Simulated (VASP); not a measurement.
# Pt (Pm-3m) in VASP: a series of runs, part 2 of 3

VASP 6.6.1. The steps go on from the part before.

## Step 4: Single point, r2SCAN, collinear spin, ferromagnetic start (volume scaled by 1.04)

POSCAR reads:

```
Pt
1.0
    2.6376464755      0.0000000000      0.0000000000
    0.0000000000      2.6376464755      0.0000000000
    0.0000000000      0.0000000000      2.6376464755
Pt
1
Direct
    0.0000000000      0.0000000000      0.0000000000
```

INCAR.step1 reads:

```
PREC = Accurate ; ENCUT = 520
ISMEAR = -1 ; SIGMA = 0.05
LREAL = F ; LASPH = T
NELM = 150 ; ISPIN = 2
MAGMOM = 1 ; LMAXMIX = 4
NBANDS = 15 ; GGA = PE
ALGO = Normal ; EDIFF = 1E-4
LWAVE = T ; LCHARG = F
```

INCAR.step2 reads:

```
PREC = Accurate ; ENCUT = 520
EDIFF = 1E-7 ; ISMEAR = -1
SIGMA = 0.05 ; LREAL = F
LASPH = T ; NELM = 150
ALGO = Normal ; ISIF = 2
LWAVE = F ; LCHARG = T
ISPIN = 2 ; MAGMOM = 1
LORBIT = 11 ; LMAXMIX = 4
METAGGA = R2SCAN ; LMIXTAU = T
LELF = T ; LVHAR = T
NBANDS = 15 ; ISTART = 1
```

KPOINTS reads:

```
Automatic mesh
0
Gamma
  20 20 20
```

Potentials or basis: VASP PAW PBE potentials, release 64 (Pt).

Command:

```sh
cat potpaw_PBE.64/Pt/POTCAR > POTCAR
cp INCAR.step1 INCAR
mpirun -np 1 vasp_std > vasp.out
cp INCAR.step2 INCAR
mpirun -np 1 vasp_std > vasp.out
```

OUTCAR:

```text
PREC = Accurate
   ENCUT = 520
   EDIFF = 1E-7
   ISMEAR = -1
   LREAL = F
   LASPH = T
   NELM = 150
   ISIF = 2
   ISPIN = 2
   LORBIT = 11
   METAGGA = R2SCAN
   ISTART = 1

 ion  position               nearest neighbor table
   1  0.000  0.000  0.000-

  LATTYP: Found a simple cubic cell.
 ALAT       =     2.6376464755

  Lattice vectors:

 A1 = (   2.6376464755,   0.0000000000,   0.0000000000)
 A2 = (   0.0000000000,   2.6376464755,   0.0000000000)
 A3 = (   0.0000000000,   0.0000000000,   2.6376464755)

Analysis of symmetry for initial positions (statically):
=====================================================================
 Subroutine PRICEL returns:
 Original cell was already a primitive cell.

 Routine SETGRP: Setting up the symmetry group for a
 simple cubic supercell.

 Subroutine GETGRP returns: Found 48 space group operations
 (whereof 48 operations were pure point group operations)
 out of a pool of 48 trial point group operations.

The static configuration has the point symmetry O_h .

Analysis of symmetry for dynamics (positions and initial velocities):
=====================================================================
 Subroutine PRICEL returns:
 Original cell was already a primitive cell.

 Routine SETGRP: Setting up the symmetry group for a
 simple cubic supercell.

 Subroutine GETGRP returns: Found 48 space group operations
 (whereof 48 operations were pure point group operations)
 out of a pool of 48 trial point group operations.

The dynamic configuration has the point symmetry O_h .

Analysis of structural, dynamic, and magnetic symmetry:
=====================================================================
 Subroutine PRICEL returns:
 Original cell was already a primitive cell.

 Routine SETGRP: Setting up the symmetry group for a
 simple cubic supercell.

 Subroutine GETGRP returns: Found 48 space group operations
 (whereof 48 operations were pure point group operations)
 out of a pool of 48 trial point group operations.

The overall configuration has the point symmetry O_h .

 Subroutine INISYM returns: Found 48 space group operations
[... 154 lines left out ...]
 k-point     1 :       0.0000    0.0000    0.0000
  band No.  band energies     occupation
      1      -0.6691      1.00000
      2       2.0450      1.00000
      3       2.0450      1.00000
      4       7.9520      0.00662
      5       7.9520      0.00662
      6       7.9520      0.00662
      7      23.5216      0.00000
      8      23.5216      0.00000
      9      23.5216      0.00000
     10      29.4890      0.00000
     11      32.2527      0.00000
     12      32.2527      0.00000
     13      36.4198      0.00000
     14      36.4198      0.00000
[... 403 lines left out ...]
      4       6.8447      1.00000
      5       7.1384      0.99999
      6       7.7923      0.13987
      7      19.1760      0.00000
      8      23.3336      0.00000
      9      25.8558      0.00000
     10      28.8830      0.00000
     11      32.3514      0.00000
     12      35.4156      0.00000
     13      37.5695      0.00000
     14      38.2112      0.00000
     15      39.6922      0.00000

 [... further k-points ...]

 spin component 2

 k-point     1 :       0.0000    0.0000    0.0000
  band No.  band energies     occupation
      1      -0.6691      1.00000
      2       2.0450      1.00000
      3       2.0450      1.00000
      4       7.9520      0.00662
      5       7.9520      0.00662
      6       7.9520      0.00662
      7      23.5216      0.00000
      8      23.5216      0.00000
      9      23.5216      0.00000
     10      29.4890      0.00000
     11      32.2527      0.00000
     12      32.2527      0.00000
     13      36.4198      0.00000
     14      36.4198      0.00000
[... 403 lines left out ...]
      4       6.8447      1.00000
      5       7.1384      0.99999
      6       7.7923      0.13986
      7      19.1760      0.00000
      8      23.3336      0.00000
      9      25.8558      0.00000
     10      28.8830      0.00000
     11      32.3514      0.00000
     12      35.4156      0.00000
     13      37.5695      0.00000
     14      38.2112      0.00000
     15      39.6922      0.00000

 [... further k-points ...]
[... 5 lines left out ...]
  --------------------------------------------------------------------------------------
  -------------------------------------------------------------------------------------
  Total       -0.7755506     -0.7755506     -0.7755506     -0.0000000      0.0000000     -0.0000000
  in kB      -67.7128292    -67.7128292    -67.7128292     -0.0000000      0.0000000     -0.0000000
  external PRESSURE =     -67.7128292 kB  Pullay stress =       0.0000000 kB

 VOLUME and BASIS-vectors are now :
 -----------------------------------------------------------------------------
  energy-cutoff  :      520.00
  volume of cell :       18.35
      direct lattice vectors                 reciprocal lattice vectors
     2.637646475  0.000000000  0.000000000     0.379125864  0.000000000  0.000000000
     0.000000000  2.637646475  0.000000000     0.000000000  0.379125864  0.000000000
     0.000000000  0.000000000  2.637646475     0.000000000  0.000000000  0.379125864

 POSITION                                       TOTAL-FORCE (eV/Angst)
 -----------------------------------------------------------------------------------
      0.00000      0.00000      0.00000         0.000000      0.000000      0.000000
 -----------------------------------------------------------------------------------
    total drift:                                0.000000      0.000000      0.000000

  FREE ENERGIE OF THE ION-ELECTRON SYSTEM (eV)
  ---------------------------------------------------
  free  energy   TOTEN  =       -51.0593775736 eV

  energy  without entropy=      -51.0470320204  energy(sigma->0) =      -51.05320480

 total charge

# of ion       s       p       d       tot
------------------------------------------
    1        0.701   0.425   8.052   9.178

 magnetization (x)

# of ion       s       p       d       tot
------------------------------------------
    1        0.000   0.000   0.000   0.000
```

It took 6.5 min on 1 thread of Intel Xeon 6975P-C, shared host; peak memory 0.23 GiB.

What came out:

| Item | Value |
| --- | --- |
| Free energy | -51.0594 eV |
| Pressure | -6.8 GPa |
| Band gap on the k mesh | zero (filled and empty bands overlap) |
| Net moment | 0.00 μB per cell |
| Valence electrons inside the program's atomic spheres | Pt 9.18 |

Levels at points of the mesh, in eV from the Fermi level:
Spin up:
```csv
k point,band 1,band 2,band 3,band 4,band 5,band 6,band 7,band 8,band 9,band 10
"(0.00, 0.00, 0.00)",-8.37,-5.66,-5.66,0.25,0.25,0.25,15.82,15.82,15.82,21.79
"(0.50, 0.00, 0.00)",-5.80,-5.09,-1.89,-1.89,-0.15,0.46,4.58,17.48,20.42,21.76
"(0.50, 0.50, 0.00)",-5.78,-4.63,-1.50,-1.50,1.98,4.82,4.82,9.72,14.02,22.40
"(0.50, 0.50, 0.50)",-4.82,-4.82,-4.82,2.12,2.12,10.35,10.35,10.35,10.81,16.91
```
Spin down:
| k point | band 2 | band 3 | band 4 | band 5 | band 6 | band 7 | band 8 | band 9 |
| --- | --- | --- | --- | --- | --- | --- | --- | --- |
| (0.00, 0.00, 0.00) | -5.66 | -5.66 | 0.25 | 0.25 | 0.25 | 15.82 | 15.82 | 15.82 |
| (0.50, 0.00, 0.00) | -5.09 | -1.89 | -1.89 | -0.15 | 0.46 | 4.58 | 17.48 | 20.42 |
| (0.50, 0.50, 0.00) | -4.63 | -1.50 | -1.50 | 1.98 | 4.82 | 4.82 | 9.72 | 14.02 |
| (0.50, 0.50, 0.50) | -4.82 | -4.82 | 2.12 | 2.12 | 10.35 | 10.35 | 10.35 | 10.81 |

Caveat: the PAW data sets were made with another functional, which shifts forces and pressure a little; spin-orbit coupling is left out, which moves the levels of the heavy elements.

## Step 5: Single point, r2SCAN, collinear spin, ferromagnetic start (volume scaled by 1.08)

POSCAR reads:

```
Pt
1.0
    2.6710379504      0.0000000000      0.0000000000
    0.0000000000      2.6710379504      0.0000000000
    0.0000000000      0.0000000000      2.6710379504
Pt
1
Direct
    0.0000000000      0.0000000000      0.0000000000
```

INCAR.step1 reads:

```
SYSTEM = Pt
PREC     = Accurate       ! precision mode
ENCUT    = 520            ! plane-wave cutoff, eV
ISMEAR   = -1             ! smearing method
SIGMA    = 0.05           ! smearing width, eV
LREAL    = .False.        ! projectors in reciprocal space
LASPH    = .True.         ! aspherical terms in the spheres
NELM     = 150            ! most SCF steps
ISPIN    = 2              ! spin polarisation
MAGMOM   = 1              ! initial moments
LMAXMIX  = 4              ! l up to which the mixer works
NBANDS   = 15             ! bands
GGA      = PE             ! functional
ALGO     = Normal         ! electronic algorithm
EDIFF    = 1E-4           ! SCF threshold, eV
LWAVE    = .True.         ! write WAVECAR
LCHARG   = .False.        ! write CHGCAR
```

INCAR.step2 reads:

```
SYSTEM = Pt
PREC     = Accurate       ! precision mode
ENCUT    = 520            ! plane-wave cutoff, eV
EDIFF    = 1E-7           ! SCF threshold, eV
ISMEAR   = -1             ! smearing method
SIGMA    = 0.05           ! smearing width, eV
LREAL    = .False.        ! projectors in reciprocal space
LASPH    = .True.         ! aspherical terms in the spheres
NELM     = 150            ! most SCF steps
ALGO     = Normal         ! electronic algorithm
ISIF     = 2              ! what is computed and relaxed
LWAVE    = .False.        ! write WAVECAR
LCHARG   = .True.         ! write CHGCAR
ISPIN    = 2              ! spin polarisation
MAGMOM   = 1              ! initial moments
LORBIT   = 11             ! projections on sites
LMAXMIX  = 4              ! l up to which the mixer works
METAGGA  = R2SCAN         ! meta-GGA
LMIXTAU  = .True.       
LELF     = .True.         ! ELF
LVHAR    = .True.       
NBANDS   = 15             ! bands
ISTART   = 1
```

KPOINTS reads:

```
regular mesh
0
Gamma
  20 20 20
  0 0 0
```

Command:

```sh
cat potpaw_PBE.64/Pt/POTCAR > POTCAR
cp INCAR.step1 INCAR
mpirun -np 1 vasp_std > vasp.out
cp INCAR.step2 INCAR
mpirun -np 1 vasp_std > vasp.out
```

It took 6.6 min on 1 thread of Intel Xeon 6975P-C, shared host; peak memory 0.23 GiB.

Results (log left out):

```yaml
Free_energy: -51.0168 eV
Pressure: -12.4 GPa
Band_gap_on_the_k_mesh: zero (filled and empty bands overlap)
Net_moment: 0.00 μB per cell
Valence_electrons_inside_the_program's_atomic_spheres: Pt 9.11
```

Levels at points of the mesh, in eV from the Fermi level:
Spin up:
```csv
k point,band 1,band 2,band 3,band 4,band 5,band 6,band 7,band 8,band 9,band 10
"(0.00, 0.00, 0.00)",-8.03,-5.34,-5.34,0.22,0.22,0.22,15.60,15.60,15.60,21.33
"(0.50, 0.00, 0.00)",-5.53,-4.81,-1.78,-1.78,0.01,0.41,4.35,17.46,20.19,21.37
"(0.50, 0.50, 0.00)",-5.43,-4.40,-1.42,-1.42,1.85,4.81,4.81,9.25,13.74,22.19
"(0.50, 0.50, 0.50)",-4.54,-4.54,-4.54,1.99,1.99,10.10,10.10,10.10,10.89,16.10
```
Spin down:
```
           k point  band 2  band 3  band 4  band 5  band 6  band 7  band 8  band 9
(0.00, 0.00, 0.00)   -5.34   -5.34    0.22    0.22    0.22   15.60   15.60   15.60
(0.50, 0.00, 0.00)   -4.81   -1.78   -1.78    0.01    0.41    4.35   17.46   20.19
(0.50, 0.50, 0.00)   -4.40   -1.42   -1.42    1.85    4.81    4.81    9.25   13.74
(0.50, 0.50, 0.50)   -4.54   -4.54    1.99    1.99   10.10   10.10   10.10   10.89
```

Caveat: the PAW data sets were made with another functional, which shifts forces and pressure a little; spin-orbit coupling is left out, which moves the levels of the heavy elements.

(Continued in part 3 of 3.)
